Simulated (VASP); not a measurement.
# Sc4Mo (Im-3m) in VASP: a series of runs, part 2 of 2

VASP 6.6.1. The steps go on from the part before.

### Step 3. Relaxation of cell and atoms, PBE

This run uses another cell than the first one, of 25.77 Å³/atom, 1.003 times its volume.

Contents of INCAR:

```
PREC = Accurate ; ENCUT = 600
EDIFF = 1E-6 ; ISMEAR = 0
SIGMA = 0.1 ; LREAL = False
LASPH = True ; NELM = 100
ALGO = Fast ; ISIF = 3
LWAVE = False ; LCHARG = False
GGA = PE ; IBRION = 2
NSW = 100 ; EDIFFG = -0.01
```

Contents of KPOINTS:

```
Automatic mesh
0
Gamma
  8 8 8
```

Contents of POSCAR:

```
Sc4Mo
1.0
   -3.1819838055      3.1819838055      3.1819838055
    3.1819838055     -3.1819838055      3.1819838055
    3.1819838055      3.1819838055     -3.1819838055
Sc Mo
4 1
Direct
    0.5000000000      0.5000000000      0.5000000000
    0.0000000000      0.0000000000      0.5000000000
    0.0000000000      0.5000000000      0.0000000000
    0.5000000000      0.0000000000      0.0000000000
    0.0000000000      0.0000000000      0.0000000000
```

Potentials or basis: VASP PAW PBE potentials, release 64 (Sc_sv, Mo_sv).

The run is started by

```console
$ cat potpaw_PBE.64/Sc_sv/POTCAR potpaw_PBE.64/Mo_sv/POTCAR > POTCAR
$ mpirun -np 1 vasp_std > vasp.out
```

OUTCAR:

```text
PREC = Accurate
   ENCUT = 600
   EDIFF = 1E-6
   ISMEAR = 0
   LREAL = False
   LASPH = True
   NELM = 100
   ISIF = 3
   GGA = PE
   IBRION = 2
   NSW = 100
   EDIFFG = -0.01

 ion  position               nearest neighbor table
   1  0.500  0.500  0.500-   5 2.76   5 2.76   4 3.18   2 3.18   4 3.18   3 3.18   2 3.18   3 3.18

   2  0.000  0.000  0.500-   5 2.76   5 2.76   4 3.18   1 3.18   3 3.18   3 3.18   4 3.18   1 3.18

   3  0.000  0.500  0.000-   5 2.76   5 2.76   4 3.18   1 3.18   2 3.18   2 3.18   1 3.18   4 3.18

   4  0.500  0.000  0.000-   5 2.76   5 2.76   3 3.18   1 3.18   1 3.18   2 3.18   2 3.18   3 3.18

   5  0.000  0.000  0.000-   1 2.76   2 2.76   3 2.76   4 2.76   2 2.76   3 2.76   4 2.76   1 2.76

  LATTYP: Found a body centered cubic cell.
 ALAT       =     6.3639676110

  Lattice vectors:

 A1 = (  -3.1819838055,   3.1819838055,   3.1819838055)
 A2 = (   3.1819838055,  -3.1819838055,   3.1819838055)
 A3 = (   3.1819838055,   3.1819838055,  -3.1819838055)

Analysis of symmetry for initial positions (statically):
=====================================================================
 Subroutine PRICEL returns:
 Original cell was already a primitive cell.

 Routine SETGRP: Setting up the symmetry group for a
 body centered cubic supercell.

 Subroutine GETGRP returns: Found 48 space group operations
[... 9 lines left out ...]

 Routine SETGRP: Setting up the symmetry group for a
 body centered cubic supercell.

 Subroutine GETGRP returns: Found 48 space group operations
[... 11 lines left out ...]
                                     Primitive cell

  volume of cell :     128.8706

  direct lattice vectors                    reciprocal lattice vectors
    -3.181983805  3.181983805  3.181983805     0.000000000  0.157134678  0.157134678
     3.181983805 -3.181983805  3.181983805     0.157134678  0.000000000  0.157134678
     3.181983805  3.181983805 -3.181983805     0.157134678  0.157134678  0.000000000

  length of vectors
     5.511357620  5.511357620  5.511357620     0.222221992  0.222221992  0.222221992

  position of ions in fractional coordinates (direct lattice)
     0.500000000  0.500000000  0.500000000
     0.000000000  0.000000000  0.500000000
     0.000000000  0.500000000  0.000000000
     0.500000000  0.000000000  0.000000000
     0.000000000  0.000000000  0.000000000

  ion indices of the primitive-cell ions
   primitive index   ion index
                 1           1
                 2           2
                 3           3
                 4           4
                 5           5

----------------------------------------------------------------------------------------

 KPOINTS: Automatic mesh

Automatic generation of k-mesh.
 Grid dimensions read from file:
 generate k-points for:    8    8    8

 Generating k-lattice:

  Cartesian coordinates                     Fractional coordinates (reciprocal lattice)
     0.000000000  0.019641835  0.019641835     0.125000000  0.000000000  0.000000000
     0.019641835  0.000000000  0.019641835     0.000000000  0.125000000  0.000000000
     0.019641835  0.019641835  0.000000000     0.000000000  0.000000000  0.125000000

  Length of vectors
     0.027777749  0.027777749  0.027777749

  Shift w.r.t. Gamma in fractional coordinates (k-lattice)
     0.000000000  0.000000000  0.000000000

 Subroutine IBZKPT returns following result:
 ===========================================

 Found     29 irreducible k-points:

 Following reciprocal coordinates:
            Coordinates               Weight
  0.000000  0.000000  0.000000      1.000000
  0.125000  0.000000  0.000000     12.000000
  0.250000  0.000000  0.000000     12.000000
  0.375000  0.000000  0.000000     12.000000
  0.500000  0.000000  0.000000      6.000000
  0.125000  0.125000  0.000000     24.000000
[... 16 lines left out ...]
 -0.250000  0.250000  0.250000      6.000000
 -0.375000  0.375000  0.250000     24.000000
 [... further k-points ...]
   k-points           NKPTS =     29   k-points in BZ     NKDIM =     29   number of bands    NBANDS=     34
   number of dos      NEDOS =    301   number of ions     NIONS =      5
   total plane-waves  NPLWV = 110592
   dimension x,y,z NGX =    48 NGY =   48 NGZ =   48
   dimension x,y,z NGXF=    96 NGYF=   96 NGZF=   96
   ions per type =               4   1
   NGX,Y,Z   is equivalent  to a cutoff of  14.48, 14.48, 14.48 a.u.
   NGXF,Y,Z  is equivalent  to a cutoff of  28.96, 28.96, 28.96 a.u.
 SYSTEM =  unknown system
   PREC   = accura    normal or accurate (medium, high low for compatibility)
   ISTART =      0    job   : 0-new  1-cont  2-samecut
   ICHARG =      2    charge: 1-file 2-atom 10-const
   ISPIN  =      1    spin polarized calculation?
   LNONCOLLINEAR =      F non collinear calculations
   LSORBIT =      F    spin-orbit coupling
   LASPH  =      T    aspherical Exc in radial PAW
   ENCUT  =  600.0 eV  44.10 Ry    6.64 a.u.  11.01 11.01 11.01*2*pi/ulx,y,z
   NELM   =    100;   NELMIN=  2; NELMDL= -5     # of ELM steps
   EDIFF  = 0.1E-05   stopping-criterion for ELM
   LREAL  =      F    real-space projection
   EDIFFG = -.1E-01   stopping-criterion for IOM
   NSW    =    100    number of steps for IOM
   IBRION =      2    ionic relax: 0-MD 1-quasi-New 2-CG
   NFREE  =      1    steps in history (QN), initial steepest desc. (CG)
   ISIF   =      3    stress and relaxation
   ISYM   =      2    0-nonsym 1-usesym 2-fastsym
   POTIM  = 0.5000    time-step for ionic-motion
   TEBEG  =    0.0;   TEEND  =   0.0 temperature during run
   PSTRESS=    0.0 pullay stress
   NELECT =      58.0000    total number of electrons
   NUPDOWN=      -1.0000    fix difference up-down
   EMIN   =  10.00;   EMAX   =-10.00  energy-range for DOS
   EFERMI =   0.00;   METHOD = LEGACY
   ISMEAR =     0;   SIGMA  =   0.10  broadening in eV -4-tet -1-fermi 0-gaus
   EFERMI_NEDOS =   21; number of points for ismear=-14 and -15
   IALGO  =     68    algorithm
   IMIX   =      4    mixing-type and parameters
     AMIX     =   0.40;   BMIX     =  1.00
     AMIX_MAG =   1.60;   BMIX_MAG =  1.00
  volume/ion in A,a.u.               =      25.77       173.93
  Fermi-wavevector in a.u.,A,eV,Ry     =   1.254583  2.370819 21.415291  1.573979
  Thomas-Fermi vector in A             =   2.388381
   LORBIT       =      0    0 simple, 1 ext, 2 COOP (PROOUT), +10 PAW based schemes
   GGA     = PE    functional components
   LHFCALC =     F    Hartree Fock is set to
   AEXX    =    0.0000 exact exchange contribution
   IVDW    =     0    specifies the selected vdW correction
   LEPSILON=     F    determine dielectric tensor
   LRPA    =     F    only Hartree local field effects (RPA)
 conjugate gradient relaxation of ions
 non-spin polarized calculation
 RMM-DIIS sequential band-by-band and
 Gauss-broadening in eV      SIGMA  =   0.10
  energy-cutoff  :      600.00
  volume of cell :      128.87
 maximum number of plane-waves:      4388
 NGX is ok and might be reduce to    48
   NGX = 21   NGY = 21   NGZ = 21

 number of electron      58.0000009 magnetization

 Free energy of the ion-electron system (eV)
  ---------------------------------------------------
  ext. energy  EPLUGINS =         0.00000000
  ---------------------------------------------------
  free energy    TOTEN  =       -33.11614867 eV

  energy without entropy =      -33.09077748  energy(sigma->0) =      -33.10346308

 E-fermi :   3.8596     XC(G=0):  -9.7051

 val. band max:        3.8547154302   @ k =  -0.3750   0.5000   0.2500
 cond. band min:       3.8665753988   @ k =  -0.3750   0.3750   0.2500
 fundamental gap:      0.0118599686
 Fermi energy:         3.8595508370

 k-point     1 :       0.0000    0.0000    0.0000
  band No.  band energies     occupation
      1     -55.6794      2.00000
      2     -45.6351      2.00000
      3     -45.5822      2.00000
      4     -45.5822      2.00000
      5     -45.5822      2.00000
      6     -29.9078      2.00000
[... 26 lines left out ...]
     33       6.5769      0.00000
     34       6.6337      0.00000

 k-point     2 :       0.1250    0.0000    0.0000
  band No.  band energies     occupation
      1     -55.6793      2.00000
      2     -45.6332      2.00000
      3     -45.5843      2.00000
      4     -45.5823      2.00000
      5     -45.5822      2.00000
      6     -29.9078      2.00000
[... 26 lines left out ...]
     33       5.8699      0.00000
     34       5.9962      0.00000
[... 775 lines left out ...]
     33       4.7108      0.00000
     34       5.3482      0.00000

 k-point    24 :      -0.3750    0.3750    0.2500
  band No.  band energies     occupation
      1     -55.6790      2.00000
      2     -45.6169      2.00000
      3     -45.6026      2.00000
      4     -45.6006      2.00000
      5     -45.5648      2.00000
      6     -29.8895      2.00000
[... 26 lines left out ...]
     33       4.3988      0.00000
     34       4.8315      0.00000

 [... further k-points ...]
[... 5 lines left out ...]
  --------------------------------------------------------------------------------------
  -------------------------------------------------------------------------------------
  Total       -0.0258087     -0.0258087     -0.0258087      0.0000000     -0.0000000      0.0000000
  in kB       -0.3208649     -0.3208649     -0.3208649      0.0000000     -0.0000000      0.0000000
  external PRESSURE =      -0.3208649 kB  Pullay stress =       0.0000000 kB

 VOLUME and BASIS-vectors are now :
 -----------------------------------------------------------------------------
  energy-cutoff  :      600.00
  volume of cell :      128.87
      direct lattice vectors                 reciprocal lattice vectors
    -3.181983805  3.181983805  3.181983805     0.000000000  0.157134678  0.157134678
     3.181983805 -3.181983805  3.181983805     0.157134678  0.000000000  0.157134678
     3.181983805  3.181983805 -3.181983805     0.157134678  0.157134678  0.000000000

 POSITION                                       TOTAL-FORCE (eV/Angst)
 -----------------------------------------------------------------------------------
      1.59099      1.59099      1.59099         0.000000      0.000000     -0.000000
      1.59099      1.59099     -1.59099        -0.000000     -0.000000     -0.000000
      1.59099     -1.59099      1.59099        -0.000000      0.000000      0.000000
     -1.59099      1.59099      1.59099         0.000000      0.000000      0.000000
      0.00000      0.00000      0.00000         0.000000     -0.000000      0.000000
 -----------------------------------------------------------------------------------
    total drift:                                0.000000      0.000000     -0.000000

  FREE ENERGIE OF THE ION-ELECTRON SYSTEM (eV)
  ---------------------------------------------------
  free  energy   TOTEN  =       -33.1161486708 eV

  energy  without entropy=      -33.0907774836  energy(sigma->0) =      -33.10346308

 reached required accuracy - stopping structural energy minimisation
```

OSZICAR:

```text
N       E                     dE             d eps       ncg     rms          rms(c)
DAV:   1     0.130768748568E+04    0.13077E+04   -0.28389E+04  1988   0.199E+03
DAV:   2     0.827423450948E+02   -0.12249E+04   -0.12169E+04  2860   0.796E+02
DAV:   3    -0.296696778962E+02   -0.11241E+03   -0.11079E+03  3220   0.309E+02
[... 52 lines left out ...]
RMM:  56    -0.331161446539E+02   -0.11216E-05   -0.13365E-05  1177   0.744E-03    0.873E-03
RMM:  57    -0.331161458750E+02   -0.12211E-05   -0.13338E-05  1151   0.544E-03    0.734E-03
RMM:  58    -0.331161468180E+02   -0.94296E-06   -0.10204E-05  1130   0.662E-03    0.847E-03
RMM:  59    -0.331161477695E+02   -0.95150E-06   -0.10100E-05  1161   0.450E-03    0.735E-03
RMM:  60    -0.331161486708E+02   -0.90132E-06   -0.82590E-06  1176   0.503E-03
   1 F= -.33116149E+02 E0= -.33103463E+02  d E =-.331161E+02
```

It took 21 min on 1 thread of Oxide Virtual Turin-like, shared host; peak memory 0.38 GiB.

What came out:

```yaml
Free_energy: -33.1161 eV
Pressure_after_relaxing: 0.0 GPa
Band_gap_on_the_k_mesh: zero (band 29 reaches 3.90 eV, above the bottom of band 30 at 3.77 eV)
```

Final structure:
```cif
data_structure
_symmetry_space_group_name_H-M 'P 1'
_symmetry_Int_Tables_number 1
_cell_length_a 5.5114
_cell_length_b 5.5114
_cell_length_c 5.5114
_cell_angle_alpha 109.471
_cell_angle_beta 109.471
_cell_angle_gamma 109.471
_cell_volume 128.87
loop_
_atom_site_label
_atom_site_type_symbol
_atom_site_fract_x
_atom_site_fract_y
_atom_site_fract_z
_atom_site_occupancy
Sc1 Sc 0.50000 0.50000 0.50000 1
Sc2 Sc 0.00000 0.00000 0.50000 1
Sc3 Sc 0.00000 0.50000 0.00000 1
Sc4 Sc 0.50000 0.00000 0.00000 1
Mo1 Mo 0.00000 0.00000 0.00000 1
```

Caveat: the relaxation stopped at its first step, so nothing moved.
